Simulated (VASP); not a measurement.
# Sb (Pm-3m) in VASP: notebook

Sb is run at these levels: PBE; tasks: electric field gradients.

Program: VASP 6.6.1. These are calculated values, not measurements. Logs are shortened: lines on timing, memory, paths and dates and some standing lists are left out, and cuts for length are marked.

## 1. The cell of the first run

The structure is cubic, space group Pm-3m (No. 221). The conventional cell has a = 3.095 Å, b = 3.095 Å, c = 3.095 Å, α = 90.00°, β = 90.00°, γ = 90.00°. Sb (site symmetry m-3m) has 6 Sb at 3.10 Å within 4.1 Å.

## 2. Electric field gradients, PBE (volume scaled by 0.94)

INCAR reads:

```
SYSTEM = Sb
PREC     = Accurate       ! precision mode
ENCUT    = 520            ! plane-wave cutoff, eV
EDIFF    = 1E-8           ! SCF threshold, eV
ISMEAR   = -1             ! smearing method
SIGMA    = 0.05           ! smearing width, eV
LREAL    = .FALSE.        ! projectors in reciprocal space
LASPH    = .TRUE.         ! aspherical terms in the spheres
NELM     = 60             ! most SCF steps
ALGO     = Normal         ! electronic algorithm
ISIF     = 2              ! what is computed and relaxed
LWAVE    = .FALSE.        ! write WAVECAR
LCHARG   = .FALSE.        ! write CHGCAR
GGA      = PE             ! functional
LEFG     = .TRUE.       
NBANDS   = 8              ! bands
```

KPOINTS reads:

```
Automatic mesh
0
G
  13 13 13
  0 0 0
```

POSCAR reads:

```
Sb
1.0
    3.0954921035      0.0000000000      0.0000000000
    0.0000000000      3.0954921035      0.0000000000
    0.0000000000      0.0000000000      3.0954921035
Sb
1
Direct
    0.0000000000      0.0000000000      0.0000000000
```

Potentials or basis: VASP PAW PBE potentials, release 64 (Sb).

Command:

```bash
> cat potpaw_PBE.64/Sb/POTCAR > POTCAR
> mpirun -np 1 vasp_std > vasp.out
```

OUTCAR:

```text
SYSTEM = Sb
   PREC = Accurate
   ENCUT = 520
   EDIFF = 1E-8
   ISMEAR = -1
   LREAL = .FALSE.
   LASPH = .TRUE.
   NELM = 60
   ISIF = 2
   GGA = PE

 ion  position               nearest neighbor table
   1  0.000  0.000  0.000-

  LATTYP: Found a simple cubic cell.
 ALAT       =     3.0954921035

  Lattice vectors:

 A1 = (   3.0954921035,   0.0000000000,   0.0000000000)
 A2 = (   0.0000000000,   3.0954921035,   0.0000000000)
 A3 = (   0.0000000000,   0.0000000000,   3.0954921035)

Analysis of symmetry for initial positions (statically):
=====================================================================
 Subroutine PRICEL returns:
 Original cell was already a primitive cell.

 Routine SETGRP: Setting up the symmetry group for a
 simple cubic supercell.

 Subroutine GETGRP returns: Found 48 space group operations
 (whereof 48 operations were pure point group operations)
 out of a pool of 48 trial point group operations.

The static configuration has the point symmetry O_h .

Analysis of symmetry for dynamics (positions and initial velocities):
=====================================================================
 Subroutine PRICEL returns:
 Original cell was already a primitive cell.

 Routine SETGRP: Setting up the symmetry group for a
 simple cubic supercell.

 Subroutine GETGRP returns: Found 48 space group operations
 (whereof 48 operations were pure point group operations)
 out of a pool of 48 trial point group operations.

The dynamic configuration has the point symmetry O_h .

 Subroutine INISYM returns: Found 48 space group operations
 (whereof 48 operations are pure point group operations),
 and found     1 'primitive' translations

----------------------------------------------------------------------------------------

                                     Primitive cell

  volume of cell :      29.6612

  direct lattice vectors                    reciprocal lattice vectors
     3.095492103  0.000000000  0.000000000     0.323050412  0.000000000  0.000000000
     0.000000000  3.095492103  0.000000000     0.000000000  0.323050412  0.000000000
     0.000000000  0.000000000  3.095492103     0.000000000  0.000000000  0.323050412

  length of vectors
[... 121 lines left out ...]
  ---------------------------------------------------
  ext. energy  EPLUGINS =         0.00000000
  ---------------------------------------------------
  free energy    TOTEN  =        -4.10600218 eV

  energy without entropy =       -4.10341277  energy(sigma->0) =       -4.10470747

 E-fermi :   7.2705     XC(G=0):  -9.6491

 val. band max:        7.2335726359   @ k =   0.3077   0.2308   0.1538
 cond. band min:       7.3469796673   @ k =   0.3077   0.2308   0.2308
 fundamental gap:      0.1134070314
 Fermi energy:         7.2704598523

 k-point     1 :       0.0000    0.0000    0.0000
  band No.  band energies     occupation
      1      -5.2238      2.00000
      2      10.4882      0.00000
      3      10.4882      0.00000
      4      10.4882      0.00000
      5      14.1310      0.00000
      6      14.1310      0.00000
      7      15.5022      0.00000
      8      24.8734      0.00000
[... 243 lines left out ...]
 k-point    24 :       0.3846    0.3077    0.0000
  band No.  band energies     occupation
      1      -1.9899      2.00000
      2       3.7634      2.00000
      3       5.7365      2.00000
      4      12.0901      0.00000
      5      13.3777      0.00000
      6      17.5604      0.00000
      7      20.2779      0.00000
      8      20.6345      0.00000

 [... further k-points ...]

------------------------ aborting loop because EDIFF is reached ----------------------------------------

  FORCE on cell =-STRESS in cart. coord.  units (eV):
  Direction    XX          YY          ZZ          XY          YZ          ZX
  --------------------------------------------------------------------------------------
  -------------------------------------------------------------------------------------
  Total        0.1181088      0.1181088      0.1181088      0.0000000     -0.0000000      0.0000000
  in kB        6.3797505      6.3797505      6.3797505      0.0000000     -0.0000000      0.0000000
  external PRESSURE =       6.3797505 kB  Pullay stress =       0.0000000 kB

 VOLUME and BASIS-vectors are now :
 -----------------------------------------------------------------------------
  energy-cutoff  :      520.00
  volume of cell :       29.66
      direct lattice vectors                 reciprocal lattice vectors
     3.095492103  0.000000000  0.000000000     0.323050412  0.000000000  0.000000000
     0.000000000  3.095492103  0.000000000     0.000000000  0.323050412  0.000000000
     0.000000000  0.000000000  3.095492103     0.000000000  0.000000000  0.323050412

 POSITION                                       TOTAL-FORCE (eV/Angst)
 -----------------------------------------------------------------------------------
      0.00000      0.00000      0.00000         0.000000      0.000000      0.000000
 -----------------------------------------------------------------------------------
    total drift:                               -0.000000      0.000000      0.000000

  FREE ENERGIE OF THE ION-ELECTRON SYSTEM (eV)
  ---------------------------------------------------
  free  energy   TOTEN  =        -4.1060021777 eV

  energy  without entropy=       -4.1034127696  energy(sigma->0) =       -4.10470747

 Electric field gradients (V/A^2)
---------------------------------------------------------------------
 ion       V_xx      V_yy      V_zz      V_xy      V_xz      V_yz
---------------------------------------------------------------------
   1       0.000     0.000     0.000     0.000    -0.000    -0.000
---------------------------------------------------------------------

 Electric field gradients after diagonalization (V/A^2)
 (convention: |V_zz| > |V_xx| > |V_yy|)
----------------------------------------------------------------------
 ion       V_xx      V_yy      V_zz     asymmetry (V_yy - V_xx)/ V_zz
----------------------------------------------------------------------
   1       0.000     0.000     0.000      -0.296
----------------------------------------------------------------------

           NMR quadrupolar parameters

 Cq : quadrupolar parameter    Cq=e*Q*V_zz/h
 eta: asymmetry parameters     (V_yy - V_xx)/ V_zz
 Q  : nuclear electric quadrupole moment in mb (millibarn)
----------------------------------------------------------------------
 ion       Cq(MHz)       eta       Q (mb)
----------------------------------------------------------------------
   1       0.000      -0.296       1.000
----------------------------------------------------------------------
```

OSZICAR:

```text
N       E                     dE             d eps       ncg     rms          rms(c)
DAV:   1     0.575017975145E+01    0.57502E+01   -0.16667E+03  1344   0.406E+02
DAV:   2    -0.398308215476E+01   -0.97333E+01   -0.94490E+01  1976   0.530E+01
DAV:   3    -0.410110281586E+01   -0.11802E+00   -0.11796E+00  1568   0.672E+00
DAV:   4    -0.410160934962E+01   -0.50653E-03   -0.50653E-03  2096   0.537E-01
DAV:   5    -0.410161097855E+01   -0.16289E-05   -0.16284E-05  1728   0.188E-02    0.196E+00
DAV:   6    -0.410419160971E+01   -0.25806E-02   -0.70051E-04  1880   0.188E-01    0.117E+00
DAV:   7    -0.410594748996E+01   -0.17559E-02   -0.17578E-03  1456   0.290E-01    0.766E-02
DAV:   8    -0.410599848452E+01   -0.50995E-04   -0.63989E-05  1920   0.558E-02    0.581E-03
DAV:   9    -0.410600141242E+01   -0.29279E-05   -0.26608E-06  1736   0.103E-02    0.219E-03
DAV:  10    -0.410600233131E+01   -0.91889E-06   -0.62655E-07  1712   0.449E-03    0.161E-03
DAV:  11    -0.410600211186E+01    0.21944E-06   -0.71722E-09  1728   0.572E-04    0.496E-04
DAV:  12    -0.410600218124E+01   -0.69374E-07   -0.13245E-09  1480   0.232E-04    0.378E-05
DAV:  13    -0.410600217765E+01    0.35885E-08   -0.17721E-11   816   0.320E-05
   1 F= -.41060022E+01 E0= -.41047075E+01  d E =-.258941E-02
```

Wall time 20 s (1 thread of Intel Xeon 8259CL, shared host); peak memory 0.14 GiB.

What came out:

* Free energy: -4.1060 eV
* Pressure: 0.6 GPa

Caveat: without QUAD_EFG the Cq values of the log hold for a quadrupole moment of 1 mb, not for the nuclei; spin-orbit coupling is left out, which moves the levels of the heavy elements.

## 3. Electric field gradients, PBE (volume scaled by 0.96)

INCAR reads:

```
PREC = Accurate ; ENCUT = 520
EDIFF = 1E-8 ; ISMEAR = -1
SIGMA = 0.05 ; LREAL = False
LASPH = True ; NELM = 60
ALGO = Normal ; ISIF = 2
LWAVE = False ; LCHARG = False
GGA = PE ; LEFG = True
NBANDS = 8
```

KPOINTS reads:

```
regular mesh
0
Gamma
  13 13 13
```

POSCAR reads:

```
Sb
1.0
    3.1172920620      0.0000000000      0.0000000000
    0.0000000000      3.1172920620      0.0000000000
    0.0000000000      0.0000000000      3.1172920620
Sb
1
Direct
    0.0000000000      0.0000000000      0.0000000000
```

Potentials or basis: VASP PAW PBE potentials, release 64 (Sb).

Command:

```bash
> cat potpaw_PBE.64/Sb/POTCAR > POTCAR
> mpirun -np 1 vasp_std > vasp.out
```

OUTCAR:

```text
PREC = Accurate
   ENCUT = 520
   EDIFF = 1E-8
   ISMEAR = -1
   LREAL = False
   LASPH = True
   NELM = 60
   ISIF = 2
   GGA = PE

 ion  position               nearest neighbor table
   1  0.000  0.000  0.000-

  LATTYP: Found a simple cubic cell.
 ALAT       =     3.1172920620

  Lattice vectors:

 A1 = (   3.1172920620,   0.0000000000,   0.0000000000)
 A2 = (   0.0000000000,   3.1172920620,   0.0000000000)
[... 469 lines left out ...]
 -----------------------------------------------------------------------------------
    total drift:                               -0.000000      0.000000      0.000000

  FREE ENERGIE OF THE ION-ELECTRON SYSTEM (eV)
  ---------------------------------------------------
  free  energy   TOTEN  =        -4.1061004888 eV

  energy  without entropy=       -4.1033361534  energy(sigma->0) =       -4.10471832

 Electric field gradients (V/A^2)
---------------------------------------------------------------------
 ion       V_xx      V_yy      V_zz      V_xy      V_xz      V_yz
---------------------------------------------------------------------
   1       0.000    -0.000     0.000     0.000     0.000     0.000
---------------------------------------------------------------------

 Electric field gradients after diagonalization (V/A^2)
 (convention: |V_zz| > |V_xx| > |V_yy|)
----------------------------------------------------------------------
 ion       V_xx      V_yy      V_zz     asymmetry (V_yy - V_xx)/ V_zz
----------------------------------------------------------------------
   1       0.000    -0.000     0.000      -0.811
----------------------------------------------------------------------

           NMR quadrupolar parameters

 Cq : quadrupolar parameter    Cq=e*Q*V_zz/h
 eta: asymmetry parameters     (V_yy - V_xx)/ V_zz
 Q  : nuclear electric quadrupole moment in mb (millibarn)
----------------------------------------------------------------------
 ion       Cq(MHz)       eta       Q (mb)
----------------------------------------------------------------------
   1       0.000      -0.811       1.000
----------------------------------------------------------------------
```

OSZICAR:

```text
N       E                     dE             d eps       ncg     rms          rms(c)
DAV:   1     0.500102241295E+01    0.50010E+01   -0.15834E+03  1352   0.400E+02
DAV:   2    -0.398732495206E+01   -0.89883E+01   -0.85560E+01  1896   0.501E+01
DAV:   3    -0.410104344846E+01   -0.11372E+00   -0.11361E+00  1664   0.654E+00
DAV:   4    -0.410152713549E+01   -0.48369E-03   -0.48368E-03  2064   0.517E-01
DAV:   5    -0.410152929722E+01   -0.21617E-05   -0.21617E-05  1792   0.219E-02    0.188E+00
DAV:   6    -0.410421735309E+01   -0.26881E-02   -0.81743E-04  1808   0.194E-01    0.112E+00
DAV:   7    -0.410604540845E+01   -0.18281E-02   -0.20141E-03  1480   0.297E-01    0.780E-02
DAV:   8    -0.410609671802E+01   -0.51310E-04   -0.71229E-05  1912   0.583E-02    0.587E-03
DAV:   9    -0.410609983384E+01   -0.31158E-05   -0.25163E-06  1736   0.101E-02    0.199E-03
DAV:  10    -0.410610054149E+01   -0.70765E-06   -0.74527E-07  1672   0.476E-03    0.103E-03
DAV:  11    -0.410610042633E+01    0.11516E-06   -0.84497E-09  1760   0.605E-04    0.375E-04
DAV:  12    -0.410610049032E+01   -0.63984E-07   -0.20952E-09  1664   0.287E-04    0.134E-05
DAV:  13    -0.410610048876E+01    0.15526E-08   -0.16281E-11   864   0.275E-05
   1 F= -.41061005E+01 E0= -.41047183E+01  d E =-.276434E-02
```

Run time: 19 s. Hardware: 1 thread of Intel Xeon 8259CL, shared host; peak memory 0.14 GiB.

What came out:

| Quantity | Value |
| --- | --- |
| Free energy | -4.1061 eV |
| Pressure | -0.6 GPa |

Levels at points of the mesh, in eV from the Fermi level:
| k point | band 1 | band 2 | band 3 | band 4 | band 5 | band 6 |
| --- | --- | --- | --- | --- | --- | --- |
| (0.00, 0.00, 0.00) | -12.33 | 3.16 | 3.16 | 3.16 | 6.84 | 6.84 |

Caveat: without QUAD_EFG the Cq values of the log hold for a quadrupole moment of 1 mb, not for the nuclei; spin-orbit coupling is left out, which moves the levels of the heavy elements.

## 4. Electric field gradients, PBE (volume scaled by 0.97)

INCAR reads:

```
SYSTEM = Sb
PREC     = Accurate       ! precision mode
ENCUT    = 520            ! plane-wave cutoff, eV
EDIFF    = 1E-8           ! SCF threshold, eV
ISMEAR   = -1             ! smearing method
SIGMA    = 0.05           ! smearing width, eV
LREAL    = .False.        ! projectors in reciprocal space
LASPH    = .True.         ! aspherical terms in the spheres
NELM     = 60             ! most SCF steps
ALGO     = Normal         ! electronic algorithm
ISIF     = 2              ! what is computed and relaxed
LWAVE    = .False.        ! write WAVECAR
LCHARG   = .False.        ! write CHGCAR
GGA      = PE             ! functional
LEFG     = .True.       
NBANDS   = 8              ! bands
```

KPOINTS reads:

```
regular mesh
0
Gamma
  13 13 13
  0 0 0
```

POSCAR reads:

```
Sb
1.0
    3.1280786256      0.0000000000      0.0000000000
    0.0000000000      3.1280786256      0.0000000000
    0.0000000000      0.0000000000      3.1280786256
Sb
1
Direct
    0.0000000000      0.0000000000      0.0000000000
```

Potentials or basis: VASP PAW PBE potentials, release 64 (Sb).

Command:

```bash
> cat potpaw_PBE.64/Sb/POTCAR > POTCAR
> mpirun -np 1 vasp_std > vasp.out
```

OUTCAR:

```text
SYSTEM = Sb
   PREC = Accurate
   ENCUT = 520
   EDIFF = 1E-8
   ISMEAR = -1
   LREAL = .False.
   LASPH = .True.
   NELM = 60
   ISIF = 2
   GGA = PE

 ion  position               nearest neighbor table
   1  0.000  0.000  0.000-

  LATTYP: Found a simple cubic cell.
 ALAT       =     3.1280786256

  Lattice vectors:

 A1 = (   3.1280786256,   0.0000000000,   0.0000000000)
 A2 = (   0.0000000000,   3.1280786256,   0.0000000000)
 A3 = (   0.0000000000,   0.0000000000,   3.1280786256)

Analysis of symmetry for initial positions (statically):
=====================================================================
 Subroutine PRICEL returns:
 Original cell was already a primitive cell.

 Routine SETGRP: Setting up the symmetry group for a
 simple cubic supercell.

 Subroutine GETGRP returns: Found 48 space group operations
 (whereof 48 operations were pure point group operations)
 out of a pool of 48 trial point group operations.

[... 442 lines left out ...]

 VOLUME and BASIS-vectors are now :
 -----------------------------------------------------------------------------
  energy-cutoff  :      520.00
  volume of cell :       30.61
      direct lattice vectors                 reciprocal lattice vectors
     3.128078626  0.000000000  0.000000000     0.319685059  0.000000000  0.000000000
     0.000000000  3.128078626  0.000000000     0.000000000  0.319685059  0.000000000
     0.000000000  0.000000000  3.128078626     0.000000000  0.000000000  0.319685059

 POSITION                                       TOTAL-FORCE (eV/Angst)
 -----------------------------------------------------------------------------------
      0.00000      0.00000      0.00000         0.000000      0.000000      0.000000
 -----------------------------------------------------------------------------------
    total drift:                               -0.000000      0.000000      0.000000

  FREE ENERGIE OF THE ION-ELECTRON SYSTEM (eV)
  ---------------------------------------------------
  free  energy   TOTEN  =        -4.1044534679 eV

  energy  without entropy=       -4.1016014698  energy(sigma->0) =       -4.10302747

 Electric field gradients (V/A^2)
---------------------------------------------------------------------
 ion       V_xx      V_yy      V_zz      V_xy      V_xz      V_yz
---------------------------------------------------------------------
   1       0.000    -0.000    -0.000     0.000    -0.000     0.000
---------------------------------------------------------------------

 Electric field gradients after diagonalization (V/A^2)
 (convention: |V_zz| > |V_xx| > |V_yy|)
----------------------------------------------------------------------
 ion       V_xx      V_yy      V_zz     asymmetry (V_yy - V_xx)/ V_zz
----------------------------------------------------------------------
   1       0.000    -0.000    -0.000       0.041
----------------------------------------------------------------------

           NMR quadrupolar parameters

 Cq : quadrupolar parameter    Cq=e*Q*V_zz/h
 eta: asymmetry parameters     (V_yy - V_xx)/ V_zz
 Q  : nuclear electric quadrupole moment in mb (millibarn)
----------------------------------------------------------------------
 ion       Cq(MHz)       eta       Q (mb)
----------------------------------------------------------------------
   1      -0.000       0.041       1.000
----------------------------------------------------------------------
```

Run time: 19 s. Hardware: 1 thread of Intel Xeon 8259CL, shared host; peak memory 0.14 GiB.

Results:

```yaml
Free_energy: -4.1045 eV
Pressure: -1.1 GPa
```

Caveat: without QUAD_EFG the Cq values of the log hold for a quadrupole moment of 1 mb, not for the nuclei; spin-orbit coupling is left out, which moves the levels of the heavy elements.

(Continued in part 2 of 2.)
